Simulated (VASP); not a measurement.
# Ta16H (a cell with a defect) in VASP: a series of runs, part 2 of 2

VASP 6.6.1. The steps go on from the part before.

### Step 3. Single point, PBE

INCAR reads:

```
SYSTEM = Ta16H
ALGO     = Normal         ! electronic algorithm
EDIFF    = 1E-6           ! SCF threshold, eV
ENCUT    = 520            ! plane-wave cutoff, eV
GGA      = PE             ! functional
ISIF     = 2              ! what is computed and relaxed
ISMEAR   = -1             ! smearing method
LASPH    = .TRUE.         ! aspherical terms in the spheres
LCHARG   = .TRUE.         ! write CHGCAR
LELF     = .TRUE.         ! ELF
LREAL    = Auto         
LVHAR    = .TRUE.       
LWAVE    = .FALSE.        ! write WAVECAR
NBANDS   = 102            ! bands
NELM     = 100            ! most SCF steps
PREC     = Accurate       ! precision mode
SIGMA    = 0.1            ! smearing width, eV
```

KPOINTS reads:

```
k-points
0
G
  3 3 3
  0 0 0
```

POSCAR reads:

```
Ta16H
1.0
    6.6200000000      0.0000000000      0.0000000000
    0.0000000000      6.6200000000      0.0000000000
    0.0000000000      0.0000000000      6.6200000000
Ta H
16 1
Direct
    0.0082477341     -0.0088972810      0.0136555891
    0.5073867069      0.0065558912     -0.0111178248
    0.0037915408      0.5063293051      0.0047583082
   -0.0129003021     -0.0315256798      0.5012688822
    0.2650000000      0.2430362538      0.2484743202
    0.5019939577      0.5181419940      0.0293806647
    0.4930664653      0.0115105740      0.5078549849
    0.7318882175      0.2446827795      0.2633987915
   -0.0191842900      0.5168429003      0.4952567976
    0.2737311178      0.7603172205      0.2658006042
    0.2506344411      0.2437160121      0.7374773414
    0.5176737160      0.4923413897      0.5106797583
    0.7252114804      0.7742749245      0.2556042296
    0.7746827795      0.2577341390      0.7283836858
    0.2354531722      0.7545770393      0.8098489426
    0.7302114804      0.7407703927      0.7577794562
   -0.0073716012      0.7776586103      0.2216012085
```

Potentials or basis: VASP PAW PBE potentials, release 64 (Ta_pv, H).

Command:

```console
> cat potpaw_PBE.64/Ta_pv/POTCAR potpaw_PBE.64/H/POTCAR > POTCAR
> mpirun -np 1 vasp_std > vasp.out
```

OUTCAR:

```text
SYSTEM = Ta16H
   EDIFF = 1E-6
   ENCUT = 520
   GGA = PE
   ISIF = 2
   ISMEAR = -1
   LASPH = .TRUE.
   LREAL = Auto
   NELM = 100
   PREC = Accurate

 ion  position               nearest neighbor table
   1  0.008  0.991  0.014-  17 1.98  15 2.56   5 2.84  13 2.85  10 2.87  11 2.95   8 2.98  16 3.00
                            14 3.01   3 3.21   4 3.23   2 3.31   2 3.32   4 3.40   3 3.41
   2  0.507  0.007  0.989-  15 2.73  13 2.75  16 2.76   5 2.82   8 2.83  11 2.85  10 2.90  14 2.98
                             7 3.19   6 3.24   1 3.31   1 3.32   6 3.40   7 3.44
   3  0.004  0.506  0.005-  15 2.59  14 2.89  16 2.89   5 2.94  11 2.97  10 3.00   8 3.03  13 3.05
                             1 3.21   9 3.25   6 3.30   6 3.33   9 3.38   1 3.41
   4  0.987  0.968  0.501-  17 2.24  13 2.70  14 2.81  10 2.82  16 2.84   8 2.95  11 2.97  15 2.98
                             9 2.99   5 3.08   1 3.23   7 3.28   7 3.36   1 3.40
   5  0.265  0.243  0.248-   7 2.75   6 2.81   2 2.82   1 2.84  12 2.92   3 2.94   4 3.08   9 3.08
                             8 3.09  10 3.20  11 3.24  11 3.38  10 3.43   8 3.53
   6  0.502  0.518  0.029-  13 2.70  10 2.70  15 2.77  16 2.77   5 2.81   8 2.83  11 3.13  12 3.19
                            14 3.19   2 3.24   3 3.30   3 3.33   2 3.40  12 3.44
   7  0.493  0.012  0.508-  11 2.69  10 2.73   8 2.74   5 2.75  13 2.76  14 2.87  16 2.90  15 3.13
                             2 3.19  12 3.19   4 3.28   4 3.36   2 3.44  12 3.44
[... 1671 lines left out ...]

------------------------ aborting loop because EDIFF is reached ----------------------------------------

  FORCE on cell =-STRESS in cart. coord.  units (eV):
  Direction    XX          YY          ZZ          XY          YZ          ZX
  --------------------------------------------------------------------------------------
  -------------------------------------------------------------------------------------
  Total       18.2446612     14.6668423     12.0576800      0.0102699      1.2952191     -0.4729024
  in kB      100.7563476     80.9978025     66.5886741      0.0567157      7.1528619     -2.6116091
  external PRESSURE =      82.7809414 kB  Pullay stress =       0.0000000 kB

 VOLUME and BASIS-vectors are now :
 -----------------------------------------------------------------------------
  energy-cutoff  :      520.00
  volume of cell :      290.12
      direct lattice vectors                 reciprocal lattice vectors
     6.620000000  0.000000000  0.000000000     0.151057402  0.000000000  0.000000000
     0.000000000  6.620000000  0.000000000     0.000000000  0.151057402  0.000000000
     0.000000000  0.000000000  6.620000000     0.000000000  0.000000000  0.151057402

 POSITION                                       TOTAL-FORCE (eV/Angst)
 -----------------------------------------------------------------------------------
      0.05460      6.56110      0.09040        -1.311134      2.023847     -0.480009
      3.35890      0.04340      6.54640        -0.496269      0.633859      0.798037
      0.02510      3.35190      0.03150        -0.663483     -1.423884      0.686208
      6.53460      6.41130      3.31840         1.173331      1.727425      0.735710
      1.75430      1.60890      1.64490        -0.869720      0.886512      0.478803
      3.32320      3.43010      0.19450        -0.049066     -1.463624     -1.548541
[... 9 lines left out ...]
      4.83400      4.90390      5.01650         1.411625      0.654945      0.469631
      6.57120      5.14810      1.46700         0.816007     -0.033019     -0.298445
 -----------------------------------------------------------------------------------
    total drift:                               -0.001814     -0.000065     -0.000309

  FREE ENERGIE OF THE ION-ELECTRON SYSTEM (eV)
  ---------------------------------------------------
  free  energy   TOTEN  =      -190.0190968772 eV

  energy  without entropy=     -189.3731348304  energy(sigma->0) =     -189.69611585
```

Wall time 14 min (1 thread of Intel Xeon Platinum 8488C (Sapphire Rapids), shared host); peak memory 0.5 GiB.

Results:

```
Free energy            : -190.0191 eV
Pressure               : 8.3 GPa
Largest force          : 4.107 eV/Å
Band gap on the k mesh : zero (an odd number of electrons rules out a gap without spin polarisation)
```

Forces in eV/Å, atoms in the order of the input:
```
Ta  -1.311  2.024 -0.480
Ta  -0.496  0.634  0.798
Ta  -0.663 -1.424  0.686
Ta   1.173  1.727  0.736
Ta  -0.870  0.887  0.479
Ta  -0.049 -1.464 -1.549
Ta   0.313 -0.492  0.686
Ta   1.918  0.531 -1.344
Ta   1.295 -0.815  0.545
Ta  -1.190 -0.740  0.133
Ta  -0.927  0.684  1.172
Ta  -1.825  0.563 -0.212
Ta  -0.314 -1.559  0.468
Ta  -0.780 -0.606  1.491
Ta   1.498 -0.573 -3.781
Ta   1.412  0.655  0.470
H    0.816 -0.033 -0.298
```

Levels at points of the mesh, in eV from the Fermi level:
```csv
k point,band 85,band 86,band 87,band 88,band 89,band 90,band 91,band 92
"(0.00, 0.00, 0.00)",0.52,0.56,0.66,0.75,0.80,0.87,0.99,1.08
```

Caveat: the atoms stand as in a frame of molecular dynamics; spin-orbit coupling is left out, which moves the levels of the heavy elements.
